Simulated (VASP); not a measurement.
# CaSc (Fm-3m) in VASP: further runs

Runs on CaSc. Level: PBE. Tasks: single point, relaxation of cell and atoms.

Everything below comes from runs of VASP 6.6.1. Logs are shortened: lines on timing, memory, paths and dates and some standing lists are left out, and cuts for length are marked.

## 1. The cell of the first run

The structure is cubic, space group Fm-3m (No. 225). The conventional cell has a = 6.460 Å, b = 6.460 Å, c = 6.460 Å, α = 90.00°, β = 90.00°, γ = 90.00°. Within 4.2 Å of Ca (site symmetry m-3m) lie 6 Sc at 3.23 Å. Within 4.2 Å of Sc (site symmetry m-3m) lie 6 Ca at 3.23 Å.

## 2. Single point, PBE

File INCAR:

```
SYSTEM = CaSc
ALGO = Normal
EDIFF = 1E-6
ENCUT = 520
GGA = PE
ISIF = 2
ISMEAR = 0
LASPH = .TRUE.
LCHARG = .FALSE.
LREAL = .FALSE.
LWAVE = .FALSE.
NBANDS = 18
NELM = 100
PREC = Accurate
SIGMA = 0.1
```

File KPOINTS:

```
k-points
0
G
  16 16 16
  0 0 0
```

File POSCAR:

```
CaSc
1.0
    0.0000000000      3.2298274976      3.2298274976
    3.2298274976      0.0000000000      3.2298274976
    3.2298274976      3.2298274976      0.0000000000
Ca Sc
1 1
Direct
    0.0000000000      0.0000000000      0.0000000000
    0.5000000000      0.5000000000      0.5000000000
```

Potentials or basis: VASP PAW PBE potentials, release 64 (Ca_sv, Sc_sv).

Run with:

```console
$ cat potpaw_PBE.64/Ca_sv/POTCAR potpaw_PBE.64/Sc_sv/POTCAR > POTCAR
$ mpirun -np 1 vasp_std > vasp.out
```

OUTCAR:

```text
SYSTEM = CaSc
   EDIFF = 1E-6
   ENCUT = 520
   GGA = PE
   ISIF = 2
   ISMEAR = 0
   LASPH = .TRUE.
   LREAL = .FALSE.
   NELM = 100
   PREC = Accurate

 ion  position               nearest neighbor table
   1  0.000  0.000  0.000-   2 3.23   2 3.23   2 3.23   2 3.23   2 3.23   2 3.23
   2  0.500  0.500  0.500-   1 3.23   1 3.23   1 3.23   1 3.23   1 3.23   1 3.23

  LATTYP: Found a face centered cubic cell.
 ALAT       =     6.4596549952

  Lattice vectors:

 A1 = (   0.0000000000,   3.2298274976,   3.2298274976)
 A2 = (   3.2298274976,   0.0000000000,   3.2298274976)
 A3 = (   3.2298274976,   3.2298274976,   0.0000000000)

Analysis of symmetry for initial positions (statically):
=====================================================================
 Subroutine PRICEL returns:
 Original cell was already a primitive cell.

 Routine SETGRP: Setting up the symmetry group for a
 face centered cubic supercell.

 Subroutine GETGRP returns: Found 48 space group operations
 (whereof 48 operations were pure point group operations)
 out of a pool of 48 trial point group operations.

The static configuration has the point symmetry O_h .

Analysis of symmetry for dynamics (positions and initial velocities):
=====================================================================
 Subroutine PRICEL returns:
 Original cell was already a primitive cell.

 Routine SETGRP: Setting up the symmetry group for a
 face centered cubic supercell.

 Subroutine GETGRP returns: Found 48 space group operations
 (whereof 48 operations were pure point group operations)
 out of a pool of 48 trial point group operations.

The dynamic configuration has the point symmetry O_h .

 Subroutine INISYM returns: Found 48 space group operations
 (whereof 48 operations are pure point group operations),
 and found     1 'primitive' translations

----------------------------------------------------------------------------------------

                                     Primitive cell

  volume of cell :      67.3857

  direct lattice vectors                    reciprocal lattice vectors
     0.000000000  3.229827498  3.229827498    -0.154807029  0.154807029  0.154807029
     3.229827498  0.000000000  3.229827498     0.154807029 -0.154807029  0.154807029
     3.229827498  3.229827498  0.000000000     0.154807029  0.154807029 -0.154807029

  length of vectors
     4.567665851  4.567665851  4.567665851     0.268133640  0.268133640  0.268133640

[... 73 lines left out ...]
   ICHARG =      2    charge: 1-file 2-atom 10-const
   ISPIN  =      1    spin polarized calculation?
   LNONCOLLINEAR =      F non collinear calculations
   LSORBIT =      F    spin-orbit coupling
   LASPH  =      T    aspherical Exc in radial PAW
   ENCUT  =  520.0 eV  38.22 Ry    6.18 a.u.   8.49  8.49  8.49*2*pi/ulx,y,z
   NELM   =    100;   NELMIN=  2; NELMDL= -5     # of ELM steps
   EDIFF  = 0.1E-05   stopping-criterion for ELM
   LREAL  =      F    real-space projection
   EDIFFG = 0.1E-04   stopping-criterion for IOM
   NSW    =      0    number of steps for IOM
   IBRION =     -1    ionic relax: 0-MD 1-quasi-New 2-CG
   NFREE  =      0    steps in history (QN), initial steepest desc. (CG)
   ISIF   =      2    stress and relaxation
   ISYM   =      2    0-nonsym 1-usesym 2-fastsym
   POTIM  = 0.5000    time-step for ionic-motion
   TEBEG  =    0.0;   TEEND  =   0.0 temperature during run
   PSTRESS=    0.0 pullay stress
   NELECT =      21.0000    total number of electrons
   NUPDOWN=      -1.0000    fix difference up-down
   EMIN   =  10.00;   EMAX   =-10.00  energy-range for DOS
   EFERMI =   0.00;   METHOD = LEGACY
   ISMEAR =     0;   SIGMA  =   0.10  broadening in eV -4-tet -1-fermi 0-gaus
   EFERMI_NEDOS =   21; number of points for ismear=-14 and -15
   IALGO  =     38    algorithm
   IMIX   =      4    mixing-type and parameters
     AMIX     =   0.40;   BMIX     =  1.00
     AMIX_MAG =   1.60;   BMIX_MAG =  1.00
  volume/ion in A,a.u.               =      33.69       227.37
  Fermi-wavevector in a.u.,A,eV,Ry     =   1.109921  2.097446 16.761342  1.231924
  Thomas-Fermi vector in A             =   2.246466
   LORBIT       =      0    0 simple, 1 ext, 2 COOP (PROOUT), +10 PAW based schemes
   GGA     = PE    functional components
   LHFCALC =     F    Hartree Fock is set to
   AEXX    =    0.0000 exact exchange contribution
   IVDW    =     0    specifies the selected vdW correction
   LEPSILON=     F    determine dielectric tensor
   LRPA    =     F    only Hartree local field effects (RPA)
 non-spin polarized calculation
 Gauss-broadening in eV      SIGMA  =   0.10
  energy-cutoff  :      520.00
  volume of cell :       67.39
 maximum number of plane-waves:      1841
 NGX is ok and might be reduce to    36
   NGX = 17   NGY = 17   NGZ = 17

 number of electron      21.0000001 magnetization

 Free energy of the ion-electron system (eV)
  ---------------------------------------------------
  ext. energy  EPLUGINS =         0.00000000
  ---------------------------------------------------
  free energy    TOTEN  =        -6.55076581 eV

  energy without entropy =       -6.52834086  energy(sigma->0) =       -6.53955333

 E-fermi :   2.5471     XC(G=0):  -8.5409

 val. band max:        2.5465957359   @ k =   0.3750   0.3750   0.0000
 cond. band min:       2.5475474349   @ k =   0.4375   0.3125   0.0000
 fundamental gap:      0.0009516990
 Fermi energy:         2.5471040386

 k-point     1 :       0.0000    0.0000    0.0000
  band No.  band energies     occupation
      1     -47.9622      2.00000
      2     -38.8674      2.00000
      3     -26.5911      2.00000
      4     -26.5911      2.00000
      5     -26.5911      2.00000
      6     -19.8894      2.00000
[... 481 lines left out ...]
      5     -26.5910      2.00000
      6     -19.8928      2.00000
[... 10 lines left out ...]
     17       6.4467      0.00000
     18       6.8759      0.00000

 [... further k-points ...]
[... 5 lines left out ...]
  --------------------------------------------------------------------------------------
  -------------------------------------------------------------------------------------
  Total        0.0286099      0.0286099      0.0286099     -0.0000000     -0.0000000     -0.0000000
  in kB        0.6802346      0.6802346      0.6802346     -0.0000000     -0.0000000     -0.0000000
  external PRESSURE =       0.6802346 kB  Pullay stress =       0.0000000 kB

 VOLUME and BASIS-vectors are now :
 -----------------------------------------------------------------------------
  energy-cutoff  :      520.00
  volume of cell :       67.39
      direct lattice vectors                 reciprocal lattice vectors
     0.000000000  3.229827498  3.229827498    -0.154807029  0.154807029  0.154807029
     3.229827498  0.000000000  3.229827498     0.154807029 -0.154807029  0.154807029
     3.229827498  3.229827498  0.000000000     0.154807029  0.154807029 -0.154807029

 POSITION                                       TOTAL-FORCE (eV/Angst)
 -----------------------------------------------------------------------------------
      0.00000      0.00000      0.00000        -0.000000      0.000000      0.000000
      3.22983      3.22983      3.22983         0.000000     -0.000000     -0.000000
 -----------------------------------------------------------------------------------
    total drift:                                0.000000      0.000000      0.000000

  FREE ENERGIE OF THE ION-ELECTRON SYSTEM (eV)
  ---------------------------------------------------
  free  energy   TOTEN  =        -6.5507658072 eV

  energy  without entropy=       -6.5283408584  energy(sigma->0) =       -6.53955333
```

OSZICAR:

```text
N       E                     dE             d eps       ncg     rms          rms(c)
DAV:   1     0.240614345732E+03    0.24061E+03   -0.10058E+04  5228   0.110E+03
DAV:   2     0.330023391303E+01   -0.23731E+03   -0.23369E+03  5436   0.371E+02
DAV:   3    -0.763258610283E+01   -0.10933E+02   -0.10682E+02  7832   0.906E+01
DAV:   4    -0.830339948519E+01   -0.67081E+00   -0.66590E+00  9466   0.177E+01
DAV:   5    -0.831688601771E+01   -0.13487E-01   -0.13451E-01  7460   0.196E+00    0.587E+00
DAV:   6    -0.658493916221E+01    0.17319E+01   -0.84562E+00  8018   0.185E+01    0.208E+00
DAV:   7    -0.657205976922E+01    0.12879E-01   -0.32073E-01  7268   0.453E+00    0.115E+00
DAV:   8    -0.655893969955E+01    0.13120E-01   -0.15437E-01  7238   0.239E+00    0.539E-01
DAV:   9    -0.655085657148E+01    0.80831E-02   -0.51949E-02  8532   0.172E+00    0.117E-01
DAV:  10    -0.655083643080E+01    0.20141E-04   -0.20916E-03  7274   0.404E-01    0.602E-02
DAV:  11    -0.655079144373E+01    0.44987E-04   -0.79245E-04  8036   0.254E-01    0.292E-02
DAV:  12    -0.655076789009E+01    0.23554E-04   -0.18588E-04  7412   0.102E-01    0.746E-03
DAV:  13    -0.655076594574E+01    0.19444E-05   -0.54973E-06  6436   0.187E-02    0.277E-03
DAV:  14    -0.655076580716E+01    0.13858E-06   -0.43700E-07  3668   0.851E-03
   1 F= -.65507658E+01 E0= -.65395533E+01  d E =-.224249E-01
```

Run time: 74 s. Hardware: 1 thread of Intel Xeon 6975P-C (Granite Rapids), shared host; peak memory 0.34 GiB.

What came out:

```
Free energy : -6.5508 eV
Pressure    : 0.1 GPa
```

## 3. Relaxation of cell and atoms, PBE

This run uses another cell than the first one, of 33.59 Å³/atom, 0.997 times its volume.

File INCAR:

```
SYSTEM = CaSc
ALGO = Normal ; EDIFF = 1E-7
EDIFFG = -0.01 ; ENCUT = 600
GGA = PE ; IBRION = 2
ISIF = 3 ; ISMEAR = 0
LASPH = .True. ; LCHARG = .False.
LREAL = .False. ; LWAVE = .False.
NELM = 100 ; NSW = 100
PREC = Accurate ; SIGMA = 0.1
```

File KPOINTS:

```
k-points
0
Gamma
  16 16 16
  0 0 0
```

File POSCAR:

```
CaSc
1.0
    0.0000000000      3.2266790112      3.2266790112
    3.2266790112      0.0000000000      3.2266790112
    3.2266790112      3.2266790112      0.0000000000
Ca Sc
1 1
Direct
    0.0000000000      0.0000000000      0.0000000000
    0.5000000000      0.5000000000      0.5000000000
```

Potentials or basis: VASP PAW PBE potentials, release 64 (Ca_sv, Sc_sv).

Run with:

```console
$ cat potpaw_PBE.64/Ca_sv/POTCAR potpaw_PBE.64/Sc_sv/POTCAR > POTCAR
$ mpirun -np 1 vasp_std > vasp.out
```

Wall time 2.5 min (1 thread of Intel Xeon 6975P-C (Granite Rapids), shared host); peak memory 0.36 GiB.

The run converged. Its results:

```yaml
Free_energy: -6.5508 eV
Relaxed_volume: 33.83 Å³/atom
Relaxed_cell: a = 4.574 Å, b = 4.574 Å, c = 4.574 Å, α = 60.00°, β = 60.00°, γ = 60.00°
Space_group_after_relaxing_to_0.05_Å: Fm-3m (No. 225)
Energy_gained_by_relaxing: 0.1 meV/atom
Ionic_steps: 3
Pressure_after_relaxing: 0.0 GPa
```

The path:
```tsv
step	energy change (eV)	largest force (eV/Å)	pressure (GPa)	volume (Å³)
1	0.0000	0.0000	0.14	67.19
2	-0.0002	0.0000	0.05	67.48
3	-0.0002	0.0000	0.00	67.66
```

Final structure:
```yaml
crystal:
  lattice:
    - [0.00000, 3.23418, 3.23418]
    - [3.23418, 0.00000, 3.23418]
    - [3.23418, 3.23418, 0.00000]
  atoms:
    - { symbol: Ca, position: [0.00000, 0.00000, 0.00000] }
    - { symbol: Sc, position: [0.50000, 0.50000, 0.50000] }
```

Levels at points of the mesh, in eV from the Fermi level:
```tsv
k point	band 6	band 7	band 8	band 9	band 10	band 11	band 12	band 13	band 14
(0.00, 0.00, 0.00)	-22.44	-22.44	-22.44	-4.42	-0.11	-0.11	-0.11	-0.05	-0.05
(0.50, 0.00, 0.00)	-22.48	-22.45	-22.45	-1.87	-1.62	0.46	0.46	1.26	1.26
(0.50, 0.50, 0.00)	-22.47	-22.45	-22.45	-1.49	-1.11	-0.53	0.35	0.40	1.41
```

Caveat: the bands computed are all filled at some k points, so no gap is given.
